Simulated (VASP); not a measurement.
AlN, 4 atoms in the cell. It takes space group P6_3mc (No. 186, hexagonal). Conventional cell: a = 3.114 Å, b = 3.114 Å, c = 4.983 Å, α = 90.00°, β = 90.00°, γ = 120.00°. Within 2.5 Å of Al (site symmetry 3m) lie 4 N at 1.89 to 1.90 Å. Within 2.5 Å of N (site symmetry 3m) lie 4 Al at 1.89 to 1.90 Å. 

```yaml
Program: VASP 6.6.1
Task: single point
Functional: PBEsol
Potentials_or_basis: VASP PAW PBE potentials, release 64 (Al, N)
Cutoff: 520 eV
k_mesh: 9 × 9 × 6
Occupations: gaussian, width 0.02 eV
Spin: no spin polarisation
Dipole_correction: no
Further_INCAR_settings: ALGO = Normal; EDIFF = 1e-06; NBANDS = 16
```

Potentials or basis: VASP PAW PBE potentials, release 64 (Al, N).

Command:

```bash
$ cat potpaw_PBE.64/Al/POTCAR potpaw_PBE.64/N/POTCAR > POTCAR
$ mpirun -np 1 vasp_std > vasp.out
```

Hardware: 1 thread of Intel(R) Xeon(R) Platinum 8488C (Sapphire Rapids) (shared host).

Problem. How long does it take, and how much memory?

Solution. Wall time 35 s on 1 thread of Intel(R) Xeon(R) Platinum 8488C (Sapphire Rapids), on a shared host, peak memory 0.16 GiB. Counts: scf iterations 13, k points 48.
